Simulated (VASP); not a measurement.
# Hf (Pm-3m) in VASP: single point with LDA

Aim: the single point of Hf with LDA.

All numbers are computed with VASP 6.6.1; they aren't measurements. Logs are shortened: lines on timing, memory, paths and dates and some standing lists are left out, and cuts for length are marked.

## Step 1: The cell of the first run

The structure is cubic, space group Pm-3m (No. 221). The conventional cell has a = 4.123 Å, b = 4.123 Å, c = 4.123 Å, α = 90.00°, β = 90.00°, γ = 90.00°. Within 5.4 Å of Hf (site symmetry m-3m) lie 6 Hf at 4.12 Å.

## Step 2: Single point, LDA

Input file INCAR:

```
SYSTEM = Hf
PREC = Accurate ; ENCUT = 500
EDIFF = 1E-6 ; ISMEAR = -1
SIGMA = 0.1 ; LREAL = .FALSE.
LASPH = .TRUE. ; NELM = 120
ALGO = Normal ; ISIF = 2
LWAVE = .FALSE. ; LCHARG = .TRUE.
LELF = .TRUE. ; LVHAR = .TRUE.
NBANDS = 11 ; GGA_COMPAT = .FALSE.
```

Input file KPOINTS:

```
Automatic mesh
0
G
  4 4 4
  0 0 0
```

Input file POSCAR:

```
Hf
1.0
    4.1227390000      0.0000000000      0.0000000000
    0.0000000000      4.1227390000      0.0000000000
    0.0000000000      0.0000000000      4.1227390000
Hf
1
Direct
    0.5000000000      0.5000000000      0.5000000000
```

Potentials or basis: VASP PAW LDA potentials, release 64 (Hf_pv).

Run with:

```sh
$ cat potpaw_LDA.64/Hf_pv/POTCAR > POTCAR
$ mpirun -np 1 vasp_std > vasp.out
```

OUTCAR:

```text
SYSTEM = Hf
   PREC = Accurate
   ENCUT = 500
   EDIFF = 1E-6
   ISMEAR = -1
   LREAL = .FALSE.
   LASPH = .TRUE.
   NELM = 120
   ISIF = 2

 ion  position               nearest neighbor table
   1  0.500  0.500  0.500-

  LATTYP: Found a simple cubic cell.
 ALAT       =     4.1227390000

  Lattice vectors:

 A1 = (   4.1227390000,   0.0000000000,   0.0000000000)
 A2 = (   0.0000000000,   4.1227390000,   0.0000000000)
 A3 = (   0.0000000000,   0.0000000000,   4.1227390000)

Analysis of symmetry for initial positions (statically):
=====================================================================
 Subroutine PRICEL returns:
 Original cell was already a primitive cell.

 Routine SETGRP: Setting up the symmetry group for a
 simple cubic supercell.

 Subroutine GETGRP returns: Found 48 space group operations
 (whereof 48 operations were pure point group operations)
 out of a pool of 48 trial point group operations.

The static configuration has the point symmetry O_h .

Analysis of symmetry for dynamics (positions and initial velocities):
=====================================================================
 Subroutine PRICEL returns:
 Original cell was already a primitive cell.

 Routine SETGRP: Setting up the symmetry group for a
 simple cubic supercell.

 Subroutine GETGRP returns: Found 48 space group operations
 (whereof 48 operations were pure point group operations)
 out of a pool of 48 trial point group operations.

The dynamic configuration has the point symmetry O_h .

 Subroutine INISYM returns: Found 48 space group operations
 (whereof 48 operations are pure point group operations),
 and found     1 'primitive' translations

----------------------------------------------------------------------------------------

                                     Primitive cell

  volume of cell :      70.0741

  direct lattice vectors                    reciprocal lattice vectors
     4.122739000  0.000000000  0.000000000     0.242557193  0.000000000  0.000000000
     0.000000000  4.122739000  0.000000000     0.000000000  0.242557193  0.000000000
     0.000000000  0.000000000  4.122739000     0.000000000  0.000000000  0.242557193

  length of vectors
     4.122739000  4.122739000  4.122739000     0.242557193  0.242557193  0.242557193

  position of ions in fractional coordinates (direct lattice)
     0.500000000  0.500000000  0.500000000

  ion indices of the primitive-cell ions
   primitive index   ion index
                 1           1

----------------------------------------------------------------------------------------

 KPOINTS: Automatic mesh

Automatic generation of k-mesh.
 Grid dimensions read from file:
 generate k-points for:    4    4    4

 Generating k-lattice:

  Cartesian coordinates                     Fractional coordinates (reciprocal lattice)
     0.060639298  0.000000000  0.000000000     0.250000000  0.000000000  0.000000000
     0.000000000  0.060639298  0.000000000     0.000000000  0.250000000  0.000000000
     0.000000000  0.000000000  0.060639298     0.000000000  0.000000000  0.250000000

  Length of vectors
     0.060639298  0.060639298  0.060639298

  Shift w.r.t. Gamma in fractional coordinates (k-lattice)
     0.000000000  0.000000000  0.000000000

 Subroutine IBZKPT returns following result:
 ===========================================

 Found     10 irreducible k-points:

 Following reciprocal coordinates:
            Coordinates               Weight
  0.000000  0.000000  0.000000      1.000000
  0.250000  0.000000  0.000000      6.000000
  0.500000  0.000000  0.000000      3.000000
  0.250000  0.250000  0.000000     12.000000
  0.500000  0.250000  0.000000     12.000000
  0.500000  0.500000  0.000000      3.000000
  0.250000  0.250000  0.250000      8.000000
  0.500000  0.250000  0.250000     12.000000
  0.500000  0.500000  0.250000      6.000000
  0.500000  0.500000  0.500000      1.000000
   k-points           NKPTS =     10   k-points in BZ     NKDIM =     10   number of bands    NBANDS=     11
   number of dos      NEDOS =    301   number of ions     NIONS =      1
   total plane-waves  NPLWV =  27000
   dimension x,y,z NGX =    30 NGY =   30 NGZ =   30
   dimension x,y,z NGXF=    60 NGYF=   60 NGZF=   60
   ions per type =               1
   NGX,Y,Z   is equivalent  to a cutoff of  12.10, 12.10, 12.10 a.u.
   NGXF,Y,Z  is equivalent  to a cutoff of  24.19, 24.19, 24.19 a.u.
 SYSTEM =  Hf
   PREC   = accura    normal or accurate (medium, high low for compatibility)
   ISTART =      0    job   : 0-new  1-cont  2-samecut
   ICHARG =      2    charge: 1-file 2-atom 10-const
   ISPIN  =      1    spin polarized calculation?
   LNONCOLLINEAR =      F non collinear calculations
   LSORBIT =      F    spin-orbit coupling
   LASPH  =      T    aspherical Exc in radial PAW
   ENCUT  =  500.0 eV  36.75 Ry    6.06 a.u.   7.52  7.52  7.52*2*pi/ulx,y,z
   NELM   =    120;   NELMIN=  2; NELMDL= -5     # of ELM steps
   EDIFF  = 0.1E-05   stopping-criterion for ELM
   LREAL  =      F    real-space projection
   EDIFFG = 0.1E-04   stopping-criterion for IOM
   NSW    =      0    number of steps for IOM
   IBRION =     -1    ionic relax: 0-MD 1-quasi-New 2-CG
   NFREE  =      0    steps in history (QN), initial steepest desc. (CG)
   ISIF   =      2    stress and relaxation
   ISYM   =      2    0-nonsym 1-usesym 2-fastsym
   POTIM  = 0.5000    time-step for ionic-motion
   TEBEG  =    0.0;   TEEND  =   0.0 temperature during run
   PSTRESS=    0.0 pullay stress
   NELECT =      10.0000    total number of electrons
   NUPDOWN=      -1.0000    fix difference up-down
   EMIN   =  10.00;   EMAX   =-10.00  energy-range for DOS
   EFERMI =   0.00;   METHOD = LEGACY
   ISMEAR =    -1;   SIGMA  =   0.10  broadening in eV -4-tet -1-fermi 0-gaus
   EFERMI_NEDOS =   21; number of points for ismear=-14 and -15
   IALGO  =     38    algorithm
   IMIX   =      4    mixing-type and parameters
     AMIX     =   0.40;   BMIX     =  1.00
     AMIX_MAG =   1.60;   BMIX_MAG =  1.00
  volume/ion in A,a.u.               =      70.07       472.88
  Fermi-wavevector in a.u.,A,eV,Ry     =   0.855505  1.616669  9.957941  0.731888
  Thomas-Fermi vector in A             =   1.972264
   LORBIT       =      0    0 simple, 1 ext, 2 COOP (PROOUT), +10 PAW based schemes
   GGA     = CA    functional components
   LHFCALC =     F    Hartree Fock is set to
   AEXX    =    0.0000 exact exchange contribution
   IVDW    =     0    specifies the selected vdW correction
   LEPSILON=     F    determine dielectric tensor
   LRPA    =     F    only Hartree local field effects (RPA)
 non-spin polarized calculation
  energy-cutoff  :      500.00
  volume of cell :       70.07
 maximum number of plane-waves:      1800
   NGX = 15   NGY = 15   NGZ = 15

 number of electron      10.0000002 magnetization

 Free energy of the ion-electron system (eV)
  ---------------------------------------------------
  ext. energy  EPLUGINS =         0.00000000
  ---------------------------------------------------
  free energy    TOTEN  =        -5.62861851 eV

  energy without entropy =       -5.47509867  energy(sigma->0) =       -5.55185859

 E-fermi :  -0.7207     XC(G=0):  -7.0152

 val. band max:       -0.8403569852   @ k =   0.5000   0.5000   0.5000
 cond. band min:      -0.6883912066   @ k =   0.5000   0.0000   0.0000
 fundamental gap:      0.1519657785
 Fermi energy:        -0.7206874438

 k-point     1 :       0.0000    0.0000    0.0000
  band No.  band energies     occupation
      1     -33.2038      2.00000
      2     -33.2038      2.00000
      3     -33.2038      2.00000
      4      -4.4895      2.00000
      5      -1.1067      1.95874
      6      -1.1067      1.95874
      7       0.7738      0.00000
      8       0.7738      0.00000
      9       0.7738      0.00000
     10       5.3452      0.00000
     11       5.3452      0.00000

 k-point     2 :       0.2500    0.0000    0.0000
  band No.  band energies     occupation
      1     -33.2133      2.00000
      2     -33.2031      2.00000
      3     -33.2031      2.00000
      4      -3.9304      2.00000
      5      -1.0099      1.89495
      6      -0.8541      1.58296
      7       0.4208      0.00002
      8       0.4208      0.00002
      9       0.8034      0.00000
     10       2.7844      0.00000
     11       6.1877      0.00000

 k-point     3 :       0.5000    0.0000    0.0000
  band No.  band energies     occupation
      1     -33.2229      2.00000
      2     -33.2024      2.00000
      3     -33.2024      2.00000
      4      -3.1251      2.00000
      5      -0.9074      1.73230
      6      -0.6884      0.83991
      7       0.1309      0.00040
      8       0.1309      0.00040
      9       0.8334      0.00000
     10       1.2307      0.00000
     11       7.1881      0.00000

 k-point     4 :       0.2500    0.2500    0.0000
  band No.  band energies     occupation
      1     -33.2127      2.00000
      2     -33.2126      2.00000
      3     -33.2024      2.00000
      4      -3.3515      2.00000
      5      -0.8711      1.63652
      6      -0.5749      0.37748
      7      -0.0533      0.00252
      8       0.4376      0.00002
      9       0.5024      0.00001
     10       3.4206      0.00000
     11       3.5137      0.00000

 k-point     5 :       0.5000    0.2500    0.0000
  band No.  band energies     occupation
      1     -33.2221      2.00000
      2     -33.2119      2.00000
      3     -33.2017      2.00000
      4      -2.5110      2.00000
      5      -0.9779      1.85815
      6      -0.5580      0.32863
      7       0.1900      0.00022
      8       0.5057      0.00001
      9       0.5194      0.00001
     10       1.2589      0.00000
     11       4.2966      0.00000

 k-point     6 :       0.5000    0.5000    0.0000
  band No.  band energies     occupation
      1     -33.2213      2.00000
      2     -33.2213      2.00000
      3     -33.2011      2.00000
      4      -1.8080      1.99996
      5      -1.1912      1.98207
      6       0.2511      0.00012
      7       0.2511      0.00012
      8       0.8659      0.00000
      9       0.8659      0.00000
     10       1.2682      0.00000
     11       1.3261      0.00000

 k-point     7 :       0.2500    0.2500    0.2500
  band No.  band energies     occupation
      1     -33.2120      2.00000
      2     -33.2118      2.00000
      3     -33.2118      2.00000
      4      -2.7379      2.00000
      5      -0.5001      0.19841
      6      -0.5001      0.19841
      7      -0.1014      0.00408
      8       0.0900      0.00060
      9       0.0900      0.00060
     10       3.9941      0.00000
     11       4.2542      0.00000

 k-point     8 :       0.5000    0.2500    0.2500
  band No.  band energies     occupation
      1     -33.2213      2.00000
      2     -33.2112      2.00000
      3     -33.2111      2.00000
      4      -1.7894      1.99995
      5      -0.9286      1.77768
      6      -0.3930      0.07275
      7      -0.2591      0.01960
      8       0.0861      0.00063
      9       1.2865      0.00000
     10       1.2878      0.00000
     11       5.0519      0.00000

 k-point     9 :       0.5000    0.5000    0.2500
  band No.  band energies     occupation
      1     -33.2206      2.00000
      2     -33.2206      2.00000
      3     -33.2105      2.00000
      4      -1.0257      1.90956
      5      -0.8550      1.58604
      6      -0.4731      0.15506
      7      -0.4731      0.15506
      8       1.2879      0.00000
      9       1.3646      0.00000
     10       1.7939      0.00000
     11       1.7939      0.00000

 k-point    10 :       0.5000    0.5000    0.5000
  band No.  band energies     occupation
      1     -33.2198      2.00000
      2     -33.2198      2.00000
      3     -33.2198      2.00000
      4      -0.8404      1.53587
      5      -0.8404      1.53587
      6      -0.8404      1.53587
      7       1.3077      0.00000
      8       1.3077      0.00000
      9       1.5485      0.00000
     10       2.4285      0.00000
     11       2.4285      0.00000

------------------------ aborting loop because EDIFF is reached ----------------------------------------

  FORCE on cell =-STRESS in cart. coord.  units (eV):
  Direction    XX          YY          ZZ          XY          YZ          ZX
  --------------------------------------------------------------------------------------
  -------------------------------------------------------------------------------------
  Total       -4.2516784     -4.2516784     -4.2516784      0.0000000      0.0000000      0.0000000
  in kB      -97.2105641    -97.2105641    -97.2105641      0.0000000      0.0000000      0.0000000
  external PRESSURE =     -97.2105641 kB  Pullay stress =       0.0000000 kB

 VOLUME and BASIS-vectors are now :
 -----------------------------------------------------------------------------
  energy-cutoff  :      500.00
  volume of cell :       70.07
      direct lattice vectors                 reciprocal lattice vectors
     4.122739000  0.000000000  0.000000000     0.242557193  0.000000000  0.000000000
     0.000000000  4.122739000  0.000000000     0.000000000  0.242557193  0.000000000
     0.000000000  0.000000000  4.122739000     0.000000000  0.000000000  0.242557193

 POSITION                                       TOTAL-FORCE (eV/Angst)
 -----------------------------------------------------------------------------------
      2.06137      2.06137      2.06137         0.000000      0.000000      0.000000
 -----------------------------------------------------------------------------------
    total drift:                                0.000000      0.000000      0.000000

  FREE ENERGIE OF THE ION-ELECTRON SYSTEM (eV)
  ---------------------------------------------------
  free  energy   TOTEN  =        -5.6286185094 eV

  energy  without entropy=       -5.4750986731  energy(sigma->0) =       -5.55185859
```

Wall time 12 s (1 thread of Intel Xeon 8259CL, shared host); peak memory 0.14 GiB.

What came out:

- Free energy: -5.6286 eV
- Pressure: -9.7 GPa
- Band gap on the k mesh: zero (band 5 reaches -0.50 eV, above the bottom of band 6 at -1.11 eV)

Caveat: the k points lie up to 0.38 Å⁻¹ apart; spin-orbit coupling is left out, which moves the levels of the heavy elements.
